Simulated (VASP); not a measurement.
A run of VASP 6.6.1 is set up as follows.

The input INCAR:

```
  ALGO = Normal
  EDIFF = 1E-6
  ENCUT = 520
  GGA = PS
  ISIF = 2
  ISMEAR = -1
  LASPH = True
  LCHARG = True
  LELF = True
  LREAL = False
  LVHAR = True
  LWAVE = False
  NBANDS = 12
  NELM = 80
  PREC = Accurate
  SIGMA = 0.1
```

KPOINTS

```
k-points
0
Gamma
  12 12 12
```

The input POSCAR:

```
La
1.0
    0.0000000000      2.6050047869      2.6050047869
    2.6050047869      0.0000000000      2.6050047869
    2.6050047869      2.6050047869      0.0000000000
La
1
Direct
    0.0000000000      0.0000000000      0.0000000000
```

Potentials or basis: VASP PAW PBE potentials, release 64 (La).

Run with:

```sh
$ cat potpaw_PBE.64/La/POTCAR > POTCAR
$ mpirun -np 1 vasp_std > vasp.out
```

**Question.** Estimate the band gap on the k mesh.

**Answer.** Zero (an odd number of electrons rules out a gap without spin polarisation).

**Question.** Estimate the pressure.

**Answer.** -1.1 GPa.

Caveat: the PAW data sets were made with another functional, which shifts forces and pressure a little; spin-orbit coupling is left out, which moves the levels of the heavy elements.
